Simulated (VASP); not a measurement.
# MoS2 (R-3m) in VASP: single point with PBEsol

Aim: the single point of MoS2 with PBEsol.

Program: VASP 6.6.1. These are calculated values, not measurements. Logs are shortened: lines on timing, memory, paths and dates and some standing lists are left out, and cuts for length are marked.

**1. The cell of the first run**

It takes space group R-3m (No. 166, trigonal). Conventional cell: a = 3.171 Å, b = 3.171 Å, c = 18.345 Å, α = 90.00°, β = 90.00°, γ = 120.00°. Within 3.2 Å of Mo (site symmetry -3m) lie 6 S at 2.39 Å and 6 Mo at 3.17 Å. Within 3.2 Å of S (site symmetry 3m) lie 3 Mo at 2.39 Å and 6 S at 3.17 Å.

**2. Single point, PBEsol, collinear spin**

Input file INCAR:

```
PREC = Accurate
ENCUT = 520
EDIFF = 1E-6
ISMEAR = 0
SIGMA = 0.05
LREAL = False
LASPH = True
NELM = 150
ALGO = Normal
ISIF = 2
LWAVE = False
LCHARG = True
ISPIN = 2
MAGMOM = 2.2 2.2 0 0 0 0
LORBIT = 11
NUPDOWN = 4.4
LMAXMIX = 4
GGA = PS
LELF = True
LVHAR = True
NBANDS = 39
```

Input file KPOINTS:

```
regular mesh
0
Gamma
  7 7 7
```

Input file POSCAR:

```
MoS2
1.0
    1.5855002900     -0.9153890200     12.2299965000
   -1.5855002900     -0.9153890200     12.2299965000
    0.0000000000     -3.6615560800     12.2299965000
Mo S
2 4
Direct
    0.0000000000      0.0000000000      0.0000000000
    0.0000000000      0.0000000000      0.5000000000
    0.7500000000      0.7500000000      0.6250000000
    0.2500000000      0.2500000000      0.8750000000
    0.7500000000      0.7500000000      0.1250000000
    0.2500000000      0.2500000000      0.3750000000
```

Potentials or basis: VASP PAW PBE potentials, release 64 (Mo_sv, S).

Started as:

```console
> cat potpaw_PBE.64/Mo_sv/POTCAR potpaw_PBE.64/S/POTCAR > POTCAR
> mpirun -np 1 vasp_std > vasp.out
```

OUTCAR:

```text
PREC = Accurate
   ENCUT = 520
   EDIFF = 1E-6
   ISMEAR = 0
   LREAL = False
   LASPH = True
   NELM = 150
   ISIF = 2
   ISPIN = 2
   LORBIT = 11
   NUPDOWN = 4.4
   GGA = PS

 ion  position               nearest neighbor table
   1  0.000  0.000  0.000-   3 2.39   3 2.39   6 2.39   6 2.39   3 2.39   6 2.39
   2  0.000  0.000  0.500-   5 2.39   5 2.39   4 2.39   4 2.39   5 2.39   4 2.39
   3  0.750  0.750  0.625-   1 2.39   1 2.39   1 2.39
   4  0.250  0.250  0.875-   2 2.39   2 2.39   2 2.39
   5  0.750  0.750  0.125-   2 2.39   2 2.39   2 2.39
   6  0.250  0.250  0.375-   1 2.39   1 2.39   1 2.39

  LATTYP: Found a trigonal (rhomboedric) cell.
 ALAT       =    12.3662671256
 COS(alpha) =     0.9671235133

  Lattice vectors:

 A1 = (   0.0000000000,   1.8307780400,  12.2299965000)
 A2 = (  -1.5855002900,  -0.9153890200,  12.2299965000)
 A3 = (   1.5855002900,  -0.9153890200,  12.2299965000)

Analysis of symmetry for initial positions (statically):
=====================================================================
 Subroutine PRICEL returns following result:

  LATTYP: Found a trigonal (rhomboedric) cell.
 ALAT       =     6.3831772516
 COS(alpha) =     0.8766074785
[... 12 lines left out ...]
 Subroutine GETGRP returns: Found 12 space group operations
 (whereof 12 operations were pure point group operations)
 out of a pool of 12 trial point group operations.

The static configuration has the point symmetry D_3d.

Analysis of symmetry for dynamics (positions and initial velocities):
=====================================================================
 Subroutine PRICEL returns following result:

  LATTYP: Found a trigonal (rhomboedric) cell.
 ALAT       =     6.3831772516
 COS(alpha) =     0.8766074785
[... 12 lines left out ...]
 Subroutine GETGRP returns: Found 12 space group operations
 (whereof 12 operations were pure point group operations)
 out of a pool of 12 trial point group operations.

The dynamic configuration has the point symmetry D_3d.

Analysis of structural, dynamic, and magnetic symmetry:
=====================================================================
 Subroutine PRICEL returns following result:

  LATTYP: Found a trigonal (rhomboedric) cell.
 ALAT       =     6.3831772516
 COS(alpha) =     0.8766074785
[... 12 lines left out ...]
 Subroutine GETGRP returns: Found 12 space group operations
 (whereof 12 operations were pure point group operations)
 out of a pool of 12 trial point group operations.

The overall configuration has the point symmetry D_3d.

 Subroutine INISYM returns: Found 12 space group operations
 (whereof 12 operations are pure point group operations),
 and found     2 'primitive' translations

----------------------------------------------------------------------------------------

                                     Primitive cell

  volume of cell :      53.2500

  direct lattice vectors                    reciprocal lattice vectors
    -1.585500290  0.915389020  6.114998250    -0.315357874  0.182071953  0.054510781
     0.000000000 -1.830778040  6.114998250     0.000000000 -0.364143906  0.054510781
     1.585500290  0.915389020  6.114998250     0.315357874  0.182071953  0.054510781

  length of vectors
     6.383177252  6.383177252  6.383177252     0.368201317  0.368201317  0.368201317

  position of ions in fractional coordinates (direct lattice)
     0.000000000  0.000000000  0.000000000
     0.750000000  0.750000000  0.750000000
     0.250000000  0.250000000  0.250000000

  ion indices of the primitive-cell ions
   primitive index   ion index
                 1           1
                 2           5
                 3           4

----------------------------------------------------------------------------------------

 KPOINTS: regular mesh

Automatic generation of k-mesh.
 Grid dimensions read from file:
 generate k-points for:    7    7    7

 Generating k-lattice:

  Cartesian coordinates                     Fractional coordinates (reciprocal lattice)
     0.045051125  0.026010279  0.007787254     0.142857143  0.000000000  0.000000000
    -0.045051125  0.026010279  0.007787254     0.000000000  0.142857143  0.000000000
     0.000000000 -0.052020558 -0.003893627    -0.000000000 -0.000000000  0.142857143

  Length of vectors
     0.052600188  0.052600188  0.052166069

  Shift w.r.t. Gamma in fractional coordinates (k-lattice)
     0.000000000  0.000000000  0.000000000

 Subroutine IBZKPT returns following result:
 ===========================================

 Found     44 irreducible k-points:

 Following reciprocal coordinates:
            Coordinates               Weight
  0.000000  0.000000  0.000000      1.000000
  0.142857  0.000000 -0.000000      6.000000
  0.285714 -0.000000 -0.000000      6.000000
  0.428571  0.000000 -0.000000      6.000000
  0.142857  0.142857 -0.000000      6.000000
  0.285714  0.142857 -0.000000     12.000000
[... 16 lines left out ...]
 -0.285714  0.142857  0.142857      6.000000
 -0.142857  0.142857  0.142857      6.000000
 [... further k-points ...]
   k-points           NKPTS =     44   k-points in BZ     NKDIM =     44   number of bands    NBANDS=     39
   number of dos      NEDOS =    301   number of ions     NIONS =      6
   total plane-waves  NPLWV = 884736
   dimension x,y,z NGX =    96 NGY =   96 NGZ =   96
   dimension x,y,z NGXF=   192 NGYF=  192 NGZF=  192
   ions per type =               2   4
   NGX,Y,Z   is equivalent  to a cutoff of  12.91, 12.91, 12.50 a.u.
   NGXF,Y,Z  is equivalent  to a cutoff of  25.81, 25.81, 25.00 a.u.
 SYSTEM =  unknown system
   PREC   = accura    normal or accurate (medium, high low for compatibility)
   ISTART =      0    job   : 0-new  1-cont  2-samecut
   ICHARG =      2    charge: 1-file 2-atom 10-const
   ISPIN  =      2    spin polarized calculation?
   LNONCOLLINEAR =      F non collinear calculations
   LSORBIT =      F    spin-orbit coupling
   LASPH  =      T    aspherical Exc in radial PAW
   ENCUT  =  520.0 eV  38.22 Ry    6.18 a.u.  22.99 22.99 23.74*2*pi/ulx,y,z
   NELM   =    150;   NELMIN=  2; NELMDL= -5     # of ELM steps
   EDIFF  = 0.1E-05   stopping-criterion for ELM
   LREAL  =      F    real-space projection
[... 7 lines left out ...]
   TEBEG  =    0.0;   TEEND  =   0.0 temperature during run
   PSTRESS=    0.0 pullay stress
   NELECT =      52.0000    total number of electrons
   NUPDOWN=       4.4000    fix difference up-down
   EMIN   =  10.00;   EMAX   =-10.00  energy-range for DOS
   EFERMI =   0.00;   METHOD = LEGACY
   ISMEAR =     0;   SIGMA  =   0.05  broadening in eV -4-tet -1-fermi 0-gaus
   EFERMI_NEDOS =   21; number of points for ismear=-14 and -15
   IALGO  =     38    algorithm
   IMIX   =      4    mixing-type and parameters
     AMIX     =   0.40;   BMIX     =  1.00
     AMIX_MAG =   1.60;   BMIX_MAG =  1.00
  volume/ion in A,a.u.               =      17.75       119.78
  Fermi-wavevector in a.u.,A,eV,Ry     =   1.289118  2.436080 22.610512  1.661826
  Thomas-Fermi vector in A             =   2.421031
   LORBIT       =     11    0 simple, 1 ext, 2 COOP (PROOUT), +10 PAW based schemes
   GGA     = PS    functional components
   LHFCALC =     F    Hartree Fock is set to
   AEXX    =    0.0000 exact exchange contribution
   IVDW    =     0    specifies the selected vdW correction
   LEPSILON=     F    determine dielectric tensor
   LRPA    =     F    only Hartree local field effects (RPA)
 spin polarized calculation
 Gauss-broadening in eV      SIGMA  =   0.05
  energy-cutoff  :      520.00
  volume of cell :      106.50
 maximum number of plane-waves:      2886
 NGX is ok and might be reduce to    96
   NGX = 45   NGY = 45   NGZ = 47

 number of electron      51.9999996 magnetization       4.4000000

 Free energy of the ion-electron system (eV)
  ---------------------------------------------------
  ext. energy  EPLUGINS =         0.00000000
  ---------------------------------------------------
  free energy    TOTEN  =       -42.74512301 eV

  energy without entropy =      -42.73537260  energy(sigma->0) =      -42.74024780

 E-fermi :   6.2644     XC(G=0): -10.9897

 val. band max:        8.3183150267   @ k =  -0.1429   0.2857   0.2857
 cond. band min:       6.2721686311   @ k =  -0.2857   0.1429   0.1429
 fundamental gap:     -2.0461463957
 Fermi energy:         8.3187788615

 spin component 1

 k-point     1 :       0.0000    0.0000    0.0000
  band No.  band energies     occupation
      1     -54.2317      1.00000
      2     -54.2317      1.00000
      3     -28.4974      1.00000
      4     -28.4973      1.00000
      5     -28.2576      1.00000
      6     -28.2576      1.00000
[... 973 lines left out ...]
     37      14.8833      0.00000
     38      14.9090      0.00000

 [... further k-points ...]

 spin component 2

 k-point     1 :       0.0000    0.0000    0.0000
  band No.  band energies     occupation
      1     -53.3958      1.00000
      2     -53.3958      1.00000
      3     -27.6754      1.00000
      4     -27.6753      1.00000
      5     -27.3019      1.00000
      6     -27.3019      1.00000
[... 973 lines left out ...]
     37      15.3178      0.00000
     38      15.4171      0.00000

 [... further k-points ...]

 [bands above 38 left out]

------------------------ aborting loop because EDIFF is reached ----------------------------------------

  FORCE on cell =-STRESS in cart. coord.  units (eV):
  Direction    XX          YY          ZZ          XY          YZ          ZX
  --------------------------------------------------------------------------------------
  -------------------------------------------------------------------------------------
  Total        7.1539731      7.1539731      6.2387368      0.0000000      0.0000000      0.0000000
  in kB      107.6237891    107.6237893     93.8550481      0.0000000      0.0000000      0.0000000
  external PRESSURE =     103.0342088 kB  Pullay stress =       0.0000000 kB

 VOLUME and BASIS-vectors are now :
 -----------------------------------------------------------------------------
  energy-cutoff  :      520.00
  volume of cell :      106.50
      direct lattice vectors                 reciprocal lattice vectors
     1.585500290 -0.915389020 12.229996500     0.315357874  0.182071953  0.054510781
    -1.585500290 -0.915389020 12.229996500    -0.315357874  0.182071953  0.054510781
     0.000000000 -3.661556080 12.229996500     0.000000000 -0.364143906 -0.027255391

 POSITION                                       TOTAL-FORCE (eV/Angst)
 -----------------------------------------------------------------------------------
      0.00000      0.00000      0.00000        -0.000000      0.000000     -0.000000
      0.00000     -1.83078      6.11500         0.000000     -0.000000     -0.000000
      0.00000     -3.66156     25.98874         0.000000      0.000000      1.053819
      0.00000     -3.66156     16.81625         0.000000     -0.000000     -1.053819
      0.00000     -1.83078     19.87374         0.000000      0.000000      1.053819
      0.00000     -1.83078     10.70125         0.000000     -0.000000     -1.053819
 -----------------------------------------------------------------------------------
    total drift:                                0.000000     -0.000000      0.000000

  FREE ENERGIE OF THE ION-ELECTRON SYSTEM (eV)
  ---------------------------------------------------
  free  energy   TOTEN  =       -42.7451230079 eV

  energy  without entropy=      -42.7353725987  energy(sigma->0) =      -42.74024780

 total charge

# of ion       s       p       d       tot
------------------------------------------
    1        2.303   6.233   3.976  12.511
    2        2.303   6.233   3.976  12.511
    3        1.358   2.342   0.000   3.701
    4        1.358   2.342   0.000   3.701
    5        1.358   2.342   0.000   3.701
    6        1.358   2.342   0.000   3.701
--------------------------------------------------
tot         10.039  21.835   7.951  39.826

 magnetization (x)

# of ion       s       p       d       tot
------------------------------------------
    1        0.017   0.020   1.248   1.285
    2        0.017   0.020   1.248   1.285
    3        0.010   0.224   0.000   0.233
    4        0.010   0.224   0.000   0.233
    5        0.010   0.224   0.000   0.233
    6        0.010   0.224   0.000   0.233
--------------------------------------------------
tot          0.071   0.934   2.496   3.502
```

Run time: 88 min. Hardware: 1 thread of Intel Xeon Platinum 8559C (Emerald Rapids), shared host; peak memory 2.2 GiB.

Results:

| Quantity | Value |
| --- | --- |
| Free energy | -42.7451 eV |
| Pressure | 10.3 GPa |
| Largest force | 1.054 eV/Å |
| Net moment | 4.40 μB per cell |
| Site moments | Mo +1.28; S +0.23 μB |
| Valence electrons inside the program's atomic spheres | Mo 12.51; S 3.70 |

Forces on the atoms (eV/Å):
```
Mo   0.000  0.000  0.000
Mo   0.000  0.000  0.000
S    0.000  0.000  1.054
S    0.000  0.000 -1.054
S    0.000  0.000  1.054
S    0.000  0.000 -1.054
```

Caveat: the cell stands under pressure; the PAW data sets were made with another functional, which shifts forces and pressure a little; the total moment is fixed, so each spin has its own Fermi level and the state may be an excited one.
